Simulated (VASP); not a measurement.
# ReSb (P6_3/mmc) in VASP: further runs

The runs below take ReSb through relaxation of shape and atoms at fixed volume, relaxation of cell and atoms, with PBE.

All numbers are computed with VASP 6.6.1; they aren't measurements. Logs are shortened: lines on timing, memory, paths and dates and some standing lists are left out, and cuts for length are marked.

**1. The cell of the first run**

The structure is hexagonal, space group P6_3/mmc (No. 194). Conventional cell: a = 4.258 Å, b = 4.258 Å, c = 5.062 Å, α = 90.00°, β = 90.00°, γ = 120.00°. Re (site symmetry -3m) has 2 Re at 2.53 Å and 6 Sb at 2.76 Å within 3.3 Å. Sb (site symmetry -6m2) has 6 Re at 2.76 Å and 6 Sb at 3.53 Å within 3.6 Å.

**2. Relaxation of shape and atoms at fixed volume, PBE (19.87 Å³/atom)**

File INCAR:

```
SYSTEM = ReSb
ALGO = Normal ; EDIFF = 1E-7
EDIFFG = -0.01 ; ENCUT = 600
GGA = PE ; IBRION = 2
ISIF = 4 ; ISMEAR = 0
LASPH = .TRUE. ; LCHARG = .FALSE.
LREAL = .FALSE. ; LWAVE = .FALSE.
NELM = 60 ; NSW = 60
PREC = Accurate ; SIGMA = 0.05
```

File KPOINTS:

```
k-points
0
G
  10 10 6
  0 0 0
```

File POSCAR:

```
ReSb
1.0
    4.2575218662      0.0000000000      0.0000000000
   -2.1287609331      3.6871220933      0.0000000000
    0.0000000000      0.0000000000      5.0624785537
Re Sb
2 2
Direct
    0.0000000000      0.0000000000      0.0000000000
    0.0000000000      0.0000000000      0.5000000000
    0.3333333333      0.6666666667      0.2500000000
    0.6666666667      0.3333333333      0.7500000000
```

Potentials or basis: VASP PAW PBE potentials, release 64 (Re, Sb).

Command:

```
$ cat potpaw_PBE.64/Re/POTCAR potpaw_PBE.64/Sb/POTCAR > POTCAR
$ mpirun -np 1 vasp_std > vasp.out
```

OUTCAR:

```text
SYSTEM = ReSb
   EDIFF = 1E-7
   EDIFFG = -0.01
   ENCUT = 600
   GGA = PE
   IBRION = 2
   ISIF = 4
   ISMEAR = 0
   LASPH = .TRUE.
   LREAL = .FALSE.
   NELM = 60
   NSW = 60
   PREC = Accurate

 ion  position               nearest neighbor table
   1  0.000  0.000  0.000-   2 2.53   2 2.53   4 2.76   3 2.76   4 2.76   3 2.76   4 2.76   3 2.76

   2  0.000  0.000  0.500-   1 2.53   1 2.53   4 2.76   3 2.76   4 2.76   3 2.76   4 2.76   3 2.76

   3  0.333  0.667  0.250-   1 2.76   2 2.76   1 2.76   2 2.76   1 2.76   2 2.76   4 3.53   4 3.53
                             4 3.53   4 3.53   4 3.53   4 3.53
   4  0.667  0.333  0.750-   1 2.76   2 2.76   1 2.76   2 2.76   1 2.76   2 2.76   3 3.53   3 3.53
                             3 3.53   3 3.53   3 3.53   3 3.53

  LATTYP: Found a hexagonal cell.
 ALAT       =     4.2575218662
 C/A-ratio  =     1.1890669532

  Lattice vectors:

 A1 = (   4.2575218662,   0.0000000000,   0.0000000000)
 A2 = (  -2.1287609331,   3.6871220933,   0.0000000000)
 A3 = (   0.0000000000,   0.0000000000,   5.0624785537)

Analysis of symmetry for initial positions (statically):
=====================================================================
 Subroutine PRICEL returns:
 Original cell was already a primitive cell.

 Routine SETGRP: Setting up the symmetry group for a
 hexagonal supercell.

 Subroutine GETGRP returns: Found 24 space group operations
 (whereof 12 operations were pure point group operations)
 out of a pool of 24 trial point group operations.

The static configuration has the point symmetry D_3d.
 The point group associated with its full space group is D_6h.

Analysis of symmetry for dynamics (positions and initial velocities):
=====================================================================
 Subroutine PRICEL returns:
 Original cell was already a primitive cell.

 Routine SETGRP: Setting up the symmetry group for a
 hexagonal supercell.

 Subroutine GETGRP returns: Found 24 space group operations
 (whereof 12 operations were pure point group operations)
 out of a pool of 24 trial point group operations.

The dynamic configuration has the point symmetry D_3d.
 The point group associated with its full space group is D_6h.

 Subroutine INISYM returns: Found 24 space group operations
 (whereof 12 operations are pure point group operations),
 and found     1 'primitive' translations

----------------------------------------------------------------------------------------

                                     Primitive cell

  volume of cell :      79.4708

  direct lattice vectors                    reciprocal lattice vectors
     4.257521866  0.000000000  0.000000000     0.234878418  0.135607118  0.000000000
    -2.128760933  3.687122093  0.000000000     0.000000000  0.271214236  0.000000000
     0.000000000  0.000000000  5.062478554     0.000000000  0.000000000  0.197531701

  length of vectors
     4.257521866  4.257521866  5.062478554     0.271214236  0.271214236  0.197531701

  position of ions in fractional coordinates (direct lattice)
     0.000000000  0.000000000  0.000000000
     0.000000000  0.000000000  0.500000000
     0.333333333  0.666666667  0.250000000
     0.666666667  0.333333333  0.750000000

  ion indices of the primitive-cell ions
   primitive index   ion index
                 1           1
                 2           2
                 3           3
                 4           4

----------------------------------------------------------------------------------------

 KPOINTS: k-points

Automatic generation of k-mesh.
 Grid dimensions read from file:
 generate k-points for:   10   10    6

 Generating k-lattice:

  Cartesian coordinates                     Fractional coordinates (reciprocal lattice)
     0.023487842  0.013560712  0.000000000     0.100000000 -0.000000000  0.000000000
     0.000000000  0.027121424  0.000000000     0.000000000  0.100000000  0.000000000
     0.000000000  0.000000000  0.032921950     0.000000000  0.000000000  0.166666667

  Length of vectors
     0.027121424  0.027121424  0.032921950

  Shift w.r.t. Gamma in fractional coordinates (k-lattice)
     0.000000000  0.000000000  0.000000000

 Subroutine IBZKPT returns following result:
 ===========================================

 Found     56 irreducible k-points:

 Following reciprocal coordinates:
            Coordinates               Weight
  0.000000  0.000000  0.000000      1.000000
  0.100000 -0.000000  0.000000      6.000000
  0.200000 -0.000000  0.000000      6.000000
  0.300000  0.000000  0.000000      6.000000
  0.400000 -0.000000  0.000000      6.000000
  0.500000 -0.000000  0.000000      3.000000
[... 16 lines left out ...]
  0.300000  0.100000  0.166667     24.000000
  0.400000  0.100000  0.166667     24.000000
 [... further k-points ...]
   k-points           NKPTS =     56   k-points in BZ     NKDIM =     56   number of bands    NBANDS=     16
   number of dos      NEDOS =    301   number of ions     NIONS =      4
   total plane-waves  NPLWV =  51840
   dimension x,y,z NGX =    36 NGY =   36 NGZ =   40
   dimension x,y,z NGXF=    72 NGYF=   72 NGZF=   80
   ions per type =               2   2
   NGX,Y,Z   is equivalent  to a cutoff of  14.06, 14.06, 13.14 a.u.
   NGXF,Y,Z  is equivalent  to a cutoff of  28.11, 28.11, 26.27 a.u.
 SYSTEM =  ReSb
   PREC   = accura    normal or accurate (medium, high low for compatibility)
   ISTART =      0    job   : 0-new  1-cont  2-samecut
   ICHARG =      2    charge: 1-file 2-atom 10-const
   ISPIN  =      1    spin polarized calculation?
   LNONCOLLINEAR =      F non collinear calculations
   LSORBIT =      F    spin-orbit coupling
   LASPH  =      T    aspherical Exc in radial PAW
   ENCUT  =  600.0 eV  44.10 Ry    6.64 a.u.   8.50  8.50 10.11*2*pi/ulx,y,z
   NELM   =     60;   NELMIN=  2; NELMDL= -5     # of ELM steps
   EDIFF  = 0.1E-06   stopping-criterion for ELM
   LREAL  =      F    real-space projection
   EDIFFG = -.1E-01   stopping-criterion for IOM
   NSW    =     60    number of steps for IOM
   IBRION =      2    ionic relax: 0-MD 1-quasi-New 2-CG
   NFREE  =      1    steps in history (QN), initial steepest desc. (CG)
   ISIF   =      4    stress and relaxation
   ISYM   =      2    0-nonsym 1-usesym 2-fastsym
   POTIM  = 0.5000    time-step for ionic-motion
   TEBEG  =    0.0;   TEEND  =   0.0 temperature during run
   PSTRESS=    0.0 pullay stress
   NELECT =      24.0000    total number of electrons
   NUPDOWN=      -1.0000    fix difference up-down
   EMIN   =  10.00;   EMAX   =-10.00  energy-range for DOS
   EFERMI =   0.00;   METHOD = LEGACY
   ISMEAR =     0;   SIGMA  =   0.05  broadening in eV -4-tet -1-fermi 0-gaus
   EFERMI_NEDOS =   21; number of points for ismear=-14 and -15
   IALGO  =     38    algorithm
   IMIX   =      4    mixing-type and parameters
     AMIX     =   0.40;   BMIX     =  1.00
     AMIX_MAG =   1.60;   BMIX_MAG =  1.00
  volume/ion in A,a.u.               =      19.87       134.07
  Fermi-wavevector in a.u.,A,eV,Ry     =   1.098355  2.075590 16.413845  1.206384
  Thomas-Fermi vector in A             =   2.234731
   LORBIT       =      0    0 simple, 1 ext, 2 COOP (PROOUT), +10 PAW based schemes
   GGA     = PE    functional components
   LHFCALC =     F    Hartree Fock is set to
   AEXX    =    0.0000 exact exchange contribution
   IVDW    =     0    specifies the selected vdW correction
   LEPSILON=     F    determine dielectric tensor
   LRPA    =     F    only Hartree local field effects (RPA)
 conjugate gradient relaxation of ions
 non-spin polarized calculation
 Gauss-broadening in eV      SIGMA  =   0.05
  energy-cutoff  :      600.00
  volume of cell :       79.47
 maximum number of plane-waves:      2691
 NGX is ok and might be reduce to    36
   NGX = 17   NGY = 17   NGZ = 21

--------------------------------------- Ionic step        1  -------------------------------------------

 number of electron      24.0000000 magnetization

 Free energy of the ion-electron system (eV)
  ---------------------------------------------------
  ext. energy  EPLUGINS =         0.00000000
  ---------------------------------------------------
  free energy    TOTEN  =       -31.30281201 eV

  energy without entropy =      -31.29750720  energy(sigma->0) =      -31.30015961

------------------------ aborting loop because EDIFF is reached ----------------------------------------

  FORCE on cell =-STRESS in cart. coord.  units (eV):
  Direction    XX          YY          ZZ          XY          YZ          ZX
  --------------------------------------------------------------------------------------
  -------------------------------------------------------------------------------------
  Total        3.4066777      3.4066777      3.8158698      0.0000000      0.0000000      0.0000000
  in kB       68.6805924     68.6805924     76.9301407      0.0000000      0.0000000      0.0000000
  external PRESSURE =      71.4304418 kB  Pullay stress =       0.0000000 kB

 VOLUME and BASIS-vectors are now :
 -----------------------------------------------------------------------------
  energy-cutoff  :      600.00
  volume of cell :       79.47
      direct lattice vectors                 reciprocal lattice vectors
     4.257521866  0.000000000  0.000000000     0.234878418  0.135607118  0.000000000
    -2.128760933  3.687122093  0.000000000     0.000000000  0.271214236  0.000000000
     0.000000000  0.000000000  5.062478554     0.000000000  0.000000000  0.197531701
[... 39 lines left out ...]
 POSITION                                       TOTAL-FORCE (eV/Angst)
 -----------------------------------------------------------------------------------
      0.00000      0.00000      5.07915         0.000000      0.000000      0.000000
      0.00000      0.00000      2.53957         0.000000      0.000000      0.000000
     -0.00000      2.45404      1.26979         0.000000      0.000000     -0.000000
      2.12526      1.22702      3.80936        -0.000000     -0.000000      0.000000
 -----------------------------------------------------------------------------------
    total drift:                               -0.000000     -0.000000     -0.000000

  FREE ENERGIE OF THE ION-ELECTRON SYSTEM (eV)
  ---------------------------------------------------
  free  energy   TOTEN  =       -31.3033459442 eV

  energy  without entropy=      -31.2981150414  energy(sigma->0) =      -31.30073049

--------------------------------------- Ionic step        3  -------------------------------------------

 number of electron      24.0000000 magnetization

 Free energy of the ion-electron system (eV)
  ---------------------------------------------------
  ext. energy  EPLUGINS =         0.00000000
  ---------------------------------------------------
  free energy    TOTEN  =       -31.30336840 eV

  energy without entropy =      -31.29811996  energy(sigma->0) =      -31.30074418

 E-fermi :   8.6536     XC(G=0): -11.6284

 val. band max:        8.6530548447   @ k =   0.5000  -0.0000   0.1667
 cond. band min:       8.6596936489   @ k =   0.3000   0.2000   0.1667
 fundamental gap:      0.0066388042
 Fermi energy:         8.6535832463

 k-point     1 :       0.0000    0.0000    0.0000
  band No.  band energies     occupation
      1      -3.9544      2.00000
      2       0.6408      2.00000
      3       2.7045      2.00000
      4       3.4620      2.00000
      5       3.4620      2.00000
      6       3.7422      2.00000
[... 8 lines left out ...]
     15      11.0879      0.00000
     16      11.5487      0.00000
[... 419 lines left out ...]
 k-point    24 :       0.4000    0.1000    0.1667
  band No.  band energies     occupation
      1      -1.7383      2.00000
      2      -1.2209      2.00000
      3       1.9941      2.00000
      4       3.7308      2.00000
      5       4.0828      2.00000
      6       4.5732      2.00000
[... 8 lines left out ...]
     15      10.5017      0.00000
     16      11.1661      0.00000

 [... further k-points ...]

------------------------ aborting loop because EDIFF is reached ----------------------------------------

  FORCE on cell =-STRESS in cart. coord.  units (eV):
  Direction    XX          YY          ZZ          XY          YZ          ZX
  --------------------------------------------------------------------------------------
  -------------------------------------------------------------------------------------
  Total        3.4803140      3.4803140      3.4804925      0.0000000      0.0000000      0.0000000
  in kB       70.1651426     70.1651426     70.1687399      0.0000000      0.0000000      0.0000000
  external PRESSURE =      70.1663417 kB  Pullay stress =       0.0000000 kB

 VOLUME and BASIS-vectors are now :
 -----------------------------------------------------------------------------
  energy-cutoff  :      600.00
  volume of cell :       79.47
      direct lattice vectors                 reciprocal lattice vectors
     4.251710293  0.000000000  0.000000000     0.235199468  0.135792476 -0.000000000
    -2.125855146  3.682089123  0.000000000     0.000000000  0.271584953 -0.000000000
     0.000000000  0.000000000  5.076327604     0.000000000 -0.000000000  0.196992802

 POSITION                                       TOTAL-FORCE (eV/Angst)
 -----------------------------------------------------------------------------------
     -2.12586      3.68209      0.00000         0.000000      0.000000     -0.000000
     -2.12586      3.68209      2.53816         0.000000      0.000000     -0.000000
     -0.00000      2.45473      1.26908         0.000000     -0.000000      0.000000
      2.12586      1.22736      3.80725        -0.000000     -0.000000     -0.000000
 -----------------------------------------------------------------------------------
    total drift:                               -0.000000      0.000000     -0.000000

  FREE ENERGIE OF THE ION-ELECTRON SYSTEM (eV)
  ---------------------------------------------------
  free  energy   TOTEN  =       -31.3033684017 eV

  energy  without entropy=      -31.2981199562  energy(sigma->0) =      -31.30074418

 reached required accuracy - stopping structural energy minimisation
```

Run time: 86 s. Hardware: 1 thread of Intel Xeon 6975P-C (Granite Rapids), shared host; peak memory 0.28 GiB.

Results:

```
Free energy               : -31.3034 eV
Energy gained by relaxing : 0.1 meV/atom
Ionic steps               : 3
Pressure after relaxing   : 7.0 GPa
Band gap on the k mesh    : zero (bands 12 and 13 overlap by 0.95 eV)
```

Step by step:
```
step  energy change (eV)  largest force (eV/Å)  pressure (GPa)  volume (Å³)
   1              0.0000                0.0000            7.14        79.47
   2             -0.0005                0.0000            6.99        79.47
   3             -0.0006                0.0000            7.02        79.47
```

Final structure:
```yaml
crystal:
  lattice:
    - [4.25171, 0.00000, 0.00000]
    - [-2.12586, 3.68209, 0.00000]
    - [0.00000, 0.00000, 5.07633]
  atoms:
    - { symbol: Re, position: [0.00000, 0.00000, 0.00000] }
    - { symbol: Re, position: [0.00000, 0.00000, 0.50000] }
    - { symbol: Sb, position: [0.33333, 0.66667, 0.25000] }
    - { symbol: Sb, position: [0.66667, 0.33333, 0.75000] }
```

Caveat: spin-orbit coupling is left out, which moves the levels of the heavy elements.

(Part 1 of 2 ends here.)

The gap in the log of VASP goes by the Fermi energy; the results here count the filled bands.